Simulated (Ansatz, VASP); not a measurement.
BaTiO3 in VASP and in Ansatz

```
Ba Ti O
1.0
     3.96006    0.00000    0.00000
     0.00000    2.86061    2.87829
     0.00000   -2.86061    2.87829
Ba Ti O
1 1 3
Direct
  0.00000 0.00868 0.00868
  0.50000 0.52482 0.52482
  0.00000 0.48959 0.48959
  0.50000 0.49357 0.97956
  0.50000 0.97956 0.49357
```

Alike in both runs: functional r2SCAN; k mesh 4 × 4 × 4; occupations gaussian, width 0.02 eV; no spin polarisation.

Ansatz relaxed the structure, and its values are those at the end. VASP's run is a single point on that final structure, the one shown.

```csv
,VASP,Ansatz
version,VASP 6.6.1,Ansatz 0.2.0
potentials or method,"VASP PAW PBE potentials, release 64 (Ba_sv, Ti_sv, O_h), cutoff 1480 eV","scalar-relativistic, plane waves, PAW"
valence electrons in the cell,40,40
```

|  | VASP | Ansatz | Ansatz less VASP |
| --- | --- | --- | --- |
| gap on the k mesh at the Fermi level (eV) | 2.68 | 2.69 | +0.006 |
| least direct gap on the mesh (eV) | 3.17 | 3.14 | -0.026 |
| pressure (GPa) | 1.9 | 0.0 | -1.93 |
| rms of the force components (eV/Å) | 0.050 | 0.003 | -0.0470 |

VASP's potentials were made for PBE, not for r2SCAN.

Spin-orbit coupling is off throughout.
